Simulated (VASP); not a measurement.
# Si4Se3 (I4mm) in VASP: further runs

The runs below take Si4Se3 through single point, relaxation of cell and atoms, with PBE.

All numbers are computed with VASP 6.6.1; they aren't measurements. Logs are shortened: lines on timing, memory, paths and dates and some standing lists are left out, and cuts for length are marked.

### Step 1. The cell of the first run

Symmetry: I4mm, No. 107, tetragonal system. Conventional cell: a = 7.162 Å, b = 7.162 Å, c = 7.215 Å, α = 90.00°, β = 90.00°, γ = 90.00°. Si (site symmetry m) has 2 Si at 2.40 Å and 3 Se at 2.47 to 2.76 Å within 3.2 Å. Within 3.3 Å of Se (site symmetry 2mm) lie 4 Si at 2.47 to 2.76 Å. Within 3.7 Å of Se (site symmetry 4mm) lie 4 Si at 2.62 Å and 4 Se at 3.60 Å.

The cell was built from a structure type or drawn by symmetry, and may not be a known phase.

### Step 2. Single point, PBE

Contents of INCAR:

```
SYSTEM = Si4Se3
ALGO = Normal
EDIFF = 1E-6
ENCUT = 520
GGA = PE
ISIF = 2
ISMEAR = 0
LASPH = .True.
LCHARG = .True.
LELF = .True.
LREAL = .False.
LVHAR = .True.
LWAVE = .False.
NBANDS = 26
NELM = 80
PREC = Accurate
SIGMA = 0.2
```

Contents of KPOINTS:

```
k-points
0
Gamma
  3 3 3
  0 0 0
```

Contents of POSCAR:

```
Si4Se3
1.0
   -3.5808140342      3.5808140342      3.6076052938
    3.5808140342     -3.5808140342      3.6076052938
    3.5808140342      3.5808140342     -3.6076052938
Si Se
4 3
Direct
    0.9050235345      0.1416597791      0.2366362445
    0.9050235345      0.6683872900      0.7633637555
    0.1416597791      0.9050235345      0.2366362445
    0.6683872900      0.9050235345      0.7633637555
    0.6844518688      0.1844518688      0.5000000000
    0.1844518688      0.6844518688      0.5000000000
    0.6274147843      0.6274147843      0.0000000000
```

Potentials or basis: VASP PAW PBE potentials, release 64 (Si, Se).

The run is started by

```
> cat potpaw_PBE.64/Si/POTCAR potpaw_PBE.64/Se/POTCAR > POTCAR
> mpirun -np 1 vasp_std > vasp.out
```

OUTCAR:

```text
SYSTEM = Si4Se3
   EDIFF = 1E-6
   ENCUT = 520
   GGA = PE
   ISIF = 2
   ISMEAR = 0
   LASPH = .True.
   LREAL = .False.
   NELM = 80
   PREC = Accurate

 ion  position               nearest neighbor table
   1  0.905  0.142  0.237-   4 2.40   3 2.40   5 2.47   7 2.62   6 2.76
   2  0.905  0.668  0.763-   3 2.40   4 2.40   5 2.47   7 2.62   6 2.76
   3  0.142  0.905  0.237-   2 2.40   1 2.40   6 2.47   7 2.62   5 2.76
   4  0.668  0.905  0.763-   1 2.40   2 2.40   6 2.47   7 2.62   5 2.76
   5  0.684  0.184  0.500-   1 2.47   2 2.47   3 2.76   4 2.76
   6  0.184  0.684  0.500-   3 2.47   4 2.47   1 2.76   2 2.76
   7  0.627  0.627  0.000-   2 2.62   4 2.62   3 2.62   1 2.62

  LATTYP: Found a body centered tetragonal cell.
 ALAT       =     7.1616280684
 C/A-ratio  =     1.0074818908

  Lattice vectors:

 A1 = (  -3.5808140342,   3.5808140342,   3.6076052938)
 A2 = (   3.5808140342,  -3.5808140342,   3.6076052938)
 A3 = (   3.5808140342,   3.5808140342,  -3.6076052938)

Analysis of symmetry for initial positions (statically):
=====================================================================
 Subroutine PRICEL returns:
 Original cell was already a primitive cell.

 Routine SETGRP: Setting up the symmetry group for a
 body centered tetragonal supercell.

 Subroutine GETGRP returns: Found  8 space group operations
 (whereof  8 operations were pure point group operations)
 out of a pool of 16 trial point group operations.

The static configuration has the point symmetry C_4v.

Analysis of symmetry for dynamics (positions and initial velocities):
=====================================================================
 Subroutine PRICEL returns:
 Original cell was already a primitive cell.

 Routine SETGRP: Setting up the symmetry group for a
 body centered tetragonal supercell.

 Subroutine GETGRP returns: Found  8 space group operations
 (whereof  8 operations were pure point group operations)
 out of a pool of 16 trial point group operations.

The dynamic configuration has the point symmetry C_4v.

 Subroutine INISYM returns: Found  8 space group operations
 (whereof  8 operations are pure point group operations),
 and found     1 'primitive' translations

----------------------------------------------------------------------------------------

                                     Primitive cell

  volume of cell :     185.0302

  direct lattice vectors                    reciprocal lattice vectors
    -3.580814034  3.580814034  3.607605294     0.000000000  0.139633054  0.138596093
     3.580814034 -3.580814034  3.607605294     0.139633054  0.000000000  0.138596093
     3.580814034  3.580814034 -3.607605294     0.139633054  0.139633054  0.000000000

  length of vectors
     6.217658261  6.217658261  6.217658261     0.196739083  0.196739083  0.197470959

  position of ions in fractional coordinates (direct lattice)
     0.905023535  0.141659779  0.236636244
     0.905023535  0.668387290  0.763363756
     0.141659779  0.905023535  0.236636244
     0.668387290  0.905023535  0.763363756
     0.684451869  0.184451869  0.500000000
     0.184451869  0.684451869  0.500000000
     0.627414784  0.627414784  0.000000000

  ion indices of the primitive-cell ions
   primitive index   ion index
                 1           1
                 2           2
                 3           3
                 4           4
                 5           5
                 6           6
                 7           7

----------------------------------------------------------------------------------------

 KPOINTS: k-points

Automatic generation of k-mesh.
 Grid dimensions read from file:
 generate k-points for:    3    3    3

 Generating k-lattice:

  Cartesian coordinates                     Fractional coordinates (reciprocal lattice)
     0.000000000  0.046544351  0.046198698     0.333333333  0.000000000 -0.000000000
     0.046544351  0.000000000  0.046198698     0.000000000  0.333333333 -0.000000000
     0.046544351  0.046544351  0.000000000     0.000000000  0.000000000  0.333333333

  Length of vectors
     0.065579694  0.065579694  0.065823653

  Shift w.r.t. Gamma in fractional coordinates (k-lattice)
     0.000000000  0.000000000  0.000000000

 Subroutine IBZKPT returns following result:
 ===========================================

 Found      6 irreducible k-points:

 Following reciprocal coordinates:
            Coordinates               Weight
  0.000000  0.000000  0.000000      1.000000
  0.333333 -0.000000  0.000000      8.000000
  0.333333  0.333333  0.000000      8.000000
 -0.333333  0.333333  0.000000      4.000000
 -0.333333  0.333333  0.333333      4.000000
 -0.333333 -0.333333  0.333333      2.000000
   k-points           NKPTS =      6   k-points in BZ     NKDIM =      6   number of bands    NBANDS=     26
   number of dos      NEDOS =    301   number of ions     NIONS =      7
   total plane-waves  NPLWV = 110592
   dimension x,y,z NGX =    48 NGY =   48 NGZ =   48
   dimension x,y,z NGXF=    96 NGYF=   96 NGZF=   96
   ions per type =               4   3
   NGX,Y,Z   is equivalent  to a cutoff of  12.83, 12.83, 12.83 a.u.
   NGXF,Y,Z  is equivalent  to a cutoff of  25.67, 25.67, 25.67 a.u.
 SYSTEM =  Si4Se3
   PREC   = accura    normal or accurate (medium, high low for compatibility)
   ISTART =      0    job   : 0-new  1-cont  2-samecut
   ICHARG =      2    charge: 1-file 2-atom 10-const
   ISPIN  =      1    spin polarized calculation?
   LNONCOLLINEAR =      F non collinear calculations
   LSORBIT =      F    spin-orbit coupling
   LASPH  =      T    aspherical Exc in radial PAW
   ENCUT  =  520.0 eV  38.22 Ry    6.18 a.u.  11.56 11.56 11.56*2*pi/ulx,y,z
   NELM   =     80;   NELMIN=  2; NELMDL= -5     # of ELM steps
   EDIFF  = 0.1E-05   stopping-criterion for ELM
   LREAL  =      F    real-space projection
   EDIFFG = 0.1E-04   stopping-criterion for IOM
   NSW    =      0    number of steps for IOM
   IBRION =     -1    ionic relax: 0-MD 1-quasi-New 2-CG
   NFREE  =      0    steps in history (QN), initial steepest desc. (CG)
   ISIF   =      2    stress and relaxation
   ISYM   =      2    0-nonsym 1-usesym 2-fastsym
   POTIM  = 0.5000    time-step for ionic-motion
   TEBEG  =    0.0;   TEEND  =   0.0 temperature during run
   PSTRESS=    0.0 pullay stress
   NELECT =      34.0000    total number of electrons
   NUPDOWN=      -1.0000    fix difference up-down
   EMIN   =  10.00;   EMAX   =-10.00  energy-range for DOS
   EFERMI =   0.00;   METHOD = LEGACY
   ISMEAR =     0;   SIGMA  =   0.20  broadening in eV -4-tet -1-fermi 0-gaus
   EFERMI_NEDOS =   21; number of points for ismear=-14 and -15
   IALGO  =     38    algorithm
   IMIX   =      4    mixing-type and parameters
     AMIX     =   0.40;   BMIX     =  1.00
     AMIX_MAG =   1.60;   BMIX_MAG =  1.00
  volume/ion in A,a.u.               =      26.43       178.38
  Fermi-wavevector in a.u.,A,eV,Ry     =   0.930723  1.758811 11.785974  0.866245
  Thomas-Fermi vector in A             =   2.057141
   LORBIT       =      0    0 simple, 1 ext, 2 COOP (PROOUT), +10 PAW based schemes
   GGA     = PE    functional components
   LHFCALC =     F    Hartree Fock is set to
   AEXX    =    0.0000 exact exchange contribution
   IVDW    =     0    specifies the selected vdW correction
   LEPSILON=     F    determine dielectric tensor
   LRPA    =     F    only Hartree local field effects (RPA)
 non-spin polarized calculation
 Gauss-broadening in eV      SIGMA  =   0.20
  energy-cutoff  :      520.00
  volume of cell :      185.03
 maximum number of plane-waves:      4999
 NGX is ok and might be reduce to    48
   NGX = 23   NGY = 23   NGZ = 23

 number of electron      34.0000000 magnetization

 Free energy of the ion-electron system (eV)
  ---------------------------------------------------
  ext. energy  EPLUGINS =         0.00000000
  ---------------------------------------------------
  free energy    TOTEN  =       -31.08051911 eV

  energy without entropy =      -30.98422887  energy(sigma->0) =      -31.03237399

 E-fermi :   3.7783     XC(G=0):  -8.3949

 val. band max:        3.7679698177   @ k =   0.3333   0.3333   0.0000
 cond. band min:       3.9541952627   @ k =   0.0000   0.0000   0.0000
 fundamental gap:      0.1862254450
 Fermi energy:         3.7782994185

 k-point     1 :       0.0000    0.0000    0.0000
  band No.  band energies     occupation
      1     -11.1611      2.00000
      2      -9.7857      2.00000
      3      -9.6742      2.00000
      4      -5.3510      2.00000
      5      -4.5848      2.00000
      6      -4.5848      2.00000
[... 18 lines left out ...]
     25       7.2671      0.00000
     26       8.1196      0.00000

 k-point     2 :       0.3333   -0.0000    0.0000
  band No.  band energies     occupation
      1     -10.8726      2.00000
      2     -10.1112      2.00000
      3      -9.7816      2.00000
      4      -5.7488      2.00000
      5      -4.7178      2.00000
      6      -4.1724      2.00000
[... 18 lines left out ...]
     25       7.2571      0.00000
     26       7.9892      0.00000

 k-point     3 :       0.3333    0.3333    0.0000
  band No.  band energies     occupation
      1     -10.4998      2.00000
      2     -10.4489      2.00000
      3      -9.8908      2.00000
      4      -5.9541      2.00000
      5      -4.5330      2.00000
      6      -4.1140      2.00000
[... 18 lines left out ...]
     25       7.4053      0.00000
     26       7.8683      0.00000

 k-point     4 :      -0.3333    0.3333    0.0000
  band No.  band energies     occupation
      1     -10.8812      2.00000
      2     -10.0557      2.00000
      3      -9.8240      2.00000
      4      -5.8310      2.00000
      5      -4.8962      2.00000
      6      -3.6807      2.00000
[... 18 lines left out ...]
     25       7.9577      0.00000
     26       8.1380      0.00000

 k-point     5 :      -0.3333    0.3333    0.3333
  band No.  band energies     occupation
      1     -10.7221      2.00000
      2     -10.3486      2.00000
      3      -9.6038      2.00000
      4      -6.1293      2.00000
      5      -4.8768      2.00000
      6      -4.6129      2.00000
[... 18 lines left out ...]
     25       7.0693      0.00000
     26       7.6217      0.00000

 k-point     6 :      -0.3333   -0.3333    0.3333
  band No.  band energies     occupation
      1     -10.6746      2.00000
      2     -10.4290      2.00000
      3      -9.5759      2.00000
      4      -5.9618      2.00000
      5      -4.8739      2.00000
      6      -4.8739      2.00000
[... 18 lines left out ...]
     25       7.5068      0.00000
     26       8.1413      0.00000

------------------------ aborting loop because EDIFF is reached ----------------------------------------

  FORCE on cell =-STRESS in cart. coord.  units (eV):
  Direction    XX          YY          ZZ          XY          YZ          ZX
  --------------------------------------------------------------------------------------
  -------------------------------------------------------------------------------------
  Total       -0.1169075     -0.1169075      0.7111789      0.0000000      0.0000000      0.0000000
  in kB       -1.0123026     -1.0123026      6.1581022      0.0000000      0.0000000      0.0000000
  external PRESSURE =       1.3778323 kB  Pullay stress =       0.0000000 kB

 VOLUME and BASIS-vectors are now :
 -----------------------------------------------------------------------------
  energy-cutoff  :      520.00
  volume of cell :      185.03
      direct lattice vectors                 reciprocal lattice vectors
    -3.580814034  3.580814034  3.607605294     0.000000000  0.139633054  0.138596093
     3.580814034 -3.580814034  3.607605294     0.139633054  0.000000000  0.138596093
     3.580814034  3.580814034 -3.607605294     0.139633054  0.139633054  0.000000000

 POSITION                                       TOTAL-FORCE (eV/Angst)
 -----------------------------------------------------------------------------------
     -1.88611      3.58081      2.92233         0.003857     -0.000000      0.013327
      1.88611      3.58081      2.92233        -0.003857      0.000000      0.013327
      3.58081     -1.88611      2.92233         0.000000      0.003857      0.013327
      3.58081      1.88611      2.92233         0.000000     -0.003857      0.013327
      0.00000      3.58081      1.33086        -0.000000      0.000000      0.013516
      3.58081      0.00000      1.33086         0.000000     -0.000000      0.013516
      0.00000      0.00000      4.52693         0.000000      0.000000     -0.080338
 -----------------------------------------------------------------------------------
    total drift:                                0.000001      0.000001      0.000122

  FREE ENERGIE OF THE ION-ELECTRON SYSTEM (eV)
  ---------------------------------------------------
  free  energy   TOTEN  =       -31.0805191079 eV

  energy  without entropy=      -30.9842288656  energy(sigma->0) =      -31.03237399
```

It took 26 s on 1 thread of AMD EPYC 9R45 (Zen 5), shared host; peak memory 0.28 GiB.

Results:

* Free energy: -31.0805 eV
* Pressure: 0.1 GPa
* Largest force: 0.080 eV/Å
* Band gap on the k mesh: zero (bands 17 and 18 overlap by 0.14 eV)

Forces in eV/Å, atoms in the order of the input:
```
Si   0.004  0.000  0.013
Si  -0.004  0.000  0.013
Si   0.000  0.004  0.013
Si   0.000 -0.004  0.013
Se   0.000  0.000  0.014
Se   0.000  0.000  0.014
Se   0.000  0.000 -0.080
```

Stress tensor (GPa, compression positive):
```
-0.10  0.00  0.00
 0.00 -0.10  0.00
 0.00  0.00  0.62
```

Caveat: the k points lie up to 0.41 Å⁻¹ apart.

(Continued in part 2 of 2.)
